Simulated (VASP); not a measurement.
Set up this calculation in VASP 6.6.1, as the native input.

- Task: single point
- Functional: PBE
- Potentials or basis: VASP PAW PBE potentials, release 64 (Ca_sv)
- Cutoff: 500 eV
- k mesh: 1 × 2 × 3, shifted
- Occupations: gaussian, width 0.1 eV
- Spin: no spin polarisation
- Dipole correction: no
- Further INCAR settings: ALGO = Normal; EDIFF = 1e-06; NBANDS = 28; ISYM = -1

The structure of Ca lies in POSCAR:

```
Ca
1.0
    3.9575547823      0.0000000000      0.0000000000
   -1.9787773911      3.4273429783      0.0000000000
    0.0000000000      0.0000000000     12.8694210400
Ca
4
Direct
    0.0000000000      0.0000000000      0.0000000000
    0.3333333333      0.6666666667      0.2500000000
    0.0000000000      0.0000000000      0.5000000000
    0.6666666667      0.3333333333      0.7500000000
```

This isn't the form of Ca at room conditions, which is fcc.

The input as run:

INCAR

```
SYSTEM = Ca
  PREC = Accurate
  ENCUT = 500
  EDIFF = 1E-6
  ISMEAR = 0
  SIGMA = 0.1
  LREAL = .False.
  LASPH = .True.
  NELM = 120
  ALGO = Normal
  ISIF = 2
  LWAVE = .False.
  LCHARG = .True.
  GGA = PE
  LELF = .True.
  LVHAR = .True.
  ISYM = -1
  NBANDS = 28
  GGA_COMPAT = .False.
```

KPOINTS

```
explicit points
6
Reciprocal
  0.25000000   0.12500000   0.08333333 1
  0.25000000   0.12500000   0.41666667 1
  0.25000000   0.12500000   0.75000000 1
  0.25000000   0.62500000   0.08333333 1
  0.25000000   0.62500000   0.41666667 1
  0.25000000   0.62500000   0.75000000 1
```

Potentials or basis: VASP PAW PBE potentials, release 64 (Ca_sv).

Run with:

```sh
$ cat potpaw_PBE.64/Ca_sv/POTCAR > POTCAR
$ mpirun -np 1 vasp_std > vasp.out
```

It gave:

```yaml
Pressure: -0.4 GPa
Largest_force: 0.031 eV/Å
```

It took 32 s on 1 thread of Intel Xeon 8259CL, with other jobs on the host, peak memory 0.23 GiB.
